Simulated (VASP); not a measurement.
Here is a VASP 6.6.1 calculation.

File INCAR:

```
SYSTEM = C
  PREC = Accurate
  ENCUT = 520
  EDIFF = 1E-6
  ISMEAR = 1
  SIGMA = 0.05
  LREAL = .False.
  LASPH = .True.
  NELM = 60
  ALGO = Normal
  ISIF = 2
  LWAVE = .False.
  LCHARG = .False.
  GGA = CA
  NBANDS = 8
```

Contents of KPOINTS:

```
regular mesh
0
Gamma
  12 12 12
  0 0 0
```

The input POSCAR:

```
C
1.0
    1.7542340134      0.0000000000      0.0000000000
    0.0000000000      1.7542340134      0.0000000000
    0.0000000000      0.0000000000      1.7542340134
C
1
Direct
    0.0000000000      0.0000000000      0.0000000000
```

Potentials or basis: VASP PAW LDA potentials, release 64 (C).

Run with:

```sh
$ cat potpaw_LDA.64/C/POTCAR > POTCAR
$ mpirun -np 1 vasp_std > vasp.out
```

Task: Estimate the pressure.

Result: 0.7 GPa.

Task: Predict the band gap on the k mesh.

Result: Zero (band 2 reaches 20.88 eV, above the bottom of band 3 at 9.09 eV).
